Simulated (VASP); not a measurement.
A run of VASP 6.6.1:

Contents of POSCAR:

```
GePt2
1.0
    0.0000000000      2.9159077200      2.9159077200
    2.9159077200      0.0000000000      2.9159077200
    2.9159077200      2.9159077200      0.0000000000
Ge Pt
1 2
Direct
    0.0000000000      0.0000000000      0.0000000000
    0.2500000000      0.2500000000      0.2500000000
    0.7500000000      0.7500000000      0.7500000000
```

Contents of INCAR.step1:

```
PREC = Accurate
ENCUT = 520
ISMEAR = 0
SIGMA = 0.1
LREAL = F
LASPH = T
NELM = 100
NBANDS = 24
GGA = PE
ALGO = Normal
EDIFF = 1E-4
LWAVE = T
LCHARG = F
```

Contents of INCAR.step2:

```
PREC = Accurate
ENCUT = 520
EDIFF = 1E-6
ISMEAR = 0
SIGMA = 0.1
LREAL = F
LASPH = T
NELM = 100
ALGO = Normal
ISIF = 2
LWAVE = F
LCHARG = F
METAGGA = R2SCAN
LMIXTAU = T
NBANDS = 24
ISTART = 1
```

Contents of KPOINTS:

```
Automatic mesh
0
Gamma
  14 14 14
```

Potentials or basis: VASP PAW PBE potentials, release 64 (Ge_d, Pt).

Run with:

```sh
$ cat potpaw_PBE.64/Ge_d/POTCAR potpaw_PBE.64/Pt/POTCAR > POTCAR
$ cp INCAR.step1 INCAR
$ mpirun -np 1 vasp_std > vasp.out
$ cp INCAR.step2 INCAR
$ mpirun -np 1 vasp_std > vasp.out
```

Hardware: 1 thread of Intel(R) Xeon(R) 6975P-C (Granite Rapids), with other jobs on the host.

Task: Estimate the wall time of this run.

Result: Wall time 120 s on 1 thread of Intel(R) Xeon(R) 6975P-C (Granite Rapids), on a shared host, peak memory 0.27 GiB. Counts: k points 104.
